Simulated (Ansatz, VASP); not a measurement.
AlNi in VASP and in Ansatz

Contents of INCAR:

```
PREC = Accurate
ENCUT = 520
EDIFF = 1E-7
ISMEAR = 0
SIGMA = 0.15
LREAL = False
LASPH = True
NELM = 60
ALGO = Fast
ISIF = 2
LWAVE = False
LCHARG = False
GGA = PS
NBANDS = 28
```

KPOINTS

```
regular mesh
0
Gamma
  20 20 7
```

The input POSCAR:

```
AlNi
1.0
   -2.0213280871     -2.0213497883      0.0000000000
    0.0000000000      0.0000000000     -2.8694088109
    6.0639842614     -6.0640493649      0.0000000000
Al Ni
3 3
Direct
    1.0000000000      0.0000000000      0.3333333333
    1.0000000000      0.0000000000      0.6666666667
    1.0000000000      0.0000000000      0.0000000000
    0.5000000000      0.5000000000      0.1666666667
    0.5000000000      0.5000000000      0.5000000000
    0.5000000000      0.5000000000      0.8333333333
```

Input for Ansatz:

```yaml
crystal:
  lattice:
    - [-2.0213280871, -2.0213497883, 0.0]
    - [0.0, 0.0, -2.8694088109]
    - [6.0639842614, -6.0640493649, 0.0]
  atoms:
    - { symbol: Al, position: [1.0, 0.0, 0.3333333333] }
    - { symbol: Al, position: [1.0, 0.0, 0.6666666667] }
    - { symbol: Al, position: [1.0, 0.0, 0.0] }
    - { symbol: Ni, position: [0.5, 0.5, 0.1666666667] }
    - { symbol: Ni, position: [0.5, 0.5, 0.5] }
    - { symbol: Ni, position: [0.5, 0.5, 0.8333333333] }
basis:
  ecutwfc: 420
kpoints:
  mp_grid: { grid: [20, 20, 7] }
hamiltonian:
  xc: pbesol
scf:
  occupations: { method: gaussian, width: 0.15 }
output:
  forces: true
  stress: true
  eigenvalues: true
  write_density: true
  write_potential: true
  elf: true
  volumetric_format: npy
```

Alike in both runs: task single point; functional PBEsol; k mesh 20 × 20 × 7; occupations gaussian, width 0.15 eV; no spin polarisation.

```csv
,VASP,Ansatz
version,VASP 6.6.1,Ansatz 0.2.0
potentials or method,"VASP PAW PBE potentials, release 64 (Al, Ni), cutoff 520 eV","scalar-relativistic, plane waves, PAW"
valence electrons in the cell,39,63
```

|  | VASP | Ansatz | Ansatz less VASP |
| --- | --- | --- | --- |
| gap on the k mesh at the Fermi level (eV) | none | none | - |
| pressure (GPa) | 0.2 | 0.0 | -0.13 |
| traceless stress, the component that is largest in VASP (GPa) | -0.18 | -0.18 | +0.004 |

VASP's potentials were made for PBE, not for PBEsol. A gap of «none» marks a metal or a gap that the smearing closes. VASP's potentials hold 39 valence electrons a cell and Ansatz's 63, so a difference there can come from the potentials and not from the codes. Ansatz's warnings: near symmetry operations not taken.
